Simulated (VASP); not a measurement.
Wanted: the native input for a VASP 6.6.1 run.

- Task: single point
- Functional: PBE
- Potentials or basis: VASP PAW PBE potentials, release 64 (Ti_sv, O)
- Cutoff: 520 eV
- k mesh: 6 × 6 × 9
- Occupations: fermi-dirac, width 0.05 eV
- Spin: no spin polarisation
- Dipole correction: no
- Further INCAR settings: ALGO = Normal; EDIFF = 1e-06; NBANDS = 33

The structure of TiO2 lies in POSCAR:

```
TiO2
1.0
    4.6433229902      0.0000000000      0.0000000000
    0.0000000000      4.6433229902      0.0000000000
    0.0000000000      0.0000000000      2.9638533177
Ti O
2 4
Direct
    0.0000000000      0.0000000000      0.5000000000
    0.5000000000      0.5000000000      0.0000000000
    0.3051282462      0.3051282462      0.5000000000
    0.1948717538      0.8051282462      0.0000000000
    0.8051282462      0.1948717538      0.0000000000
    0.6948717538      0.6948717538      0.5000000000
```

The input as run:

INCAR

```
SYSTEM = TiO2
PREC = Accurate
ENCUT = 520
EDIFF = 1E-6
ISMEAR = -1
SIGMA = 0.05
LREAL = .FALSE.
LASPH = .TRUE.
NELM = 100
ALGO = Normal
ISIF = 2
LWAVE = .FALSE.
LCHARG = .FALSE.
GGA = PE
NBANDS = 33
```

KPOINTS

```
Automatic mesh
0
G
  6 6 9
  0 0 0
```

Potentials or basis: VASP PAW PBE potentials, release 64 (Ti_sv, O).

Launch:

```console
$ cat potpaw_PBE.64/Ti_sv/POTCAR potpaw_PBE.64/O/POTCAR > POTCAR
$ mpirun -np 1 vasp_std > vasp.out
```

It gave:

The pressure is 0.7 GPa, the largest force is 0.029 eV/Å and the band gap on the k mesh is 1.84 eV, direct.

Wall time 85 s on 1 thread of Intel(R) Xeon(R) Platinum 8259CL CPU @ 2.50GHz (Skylake/Cascade Lake), with other jobs on the host, peak memory 0.22 GiB.
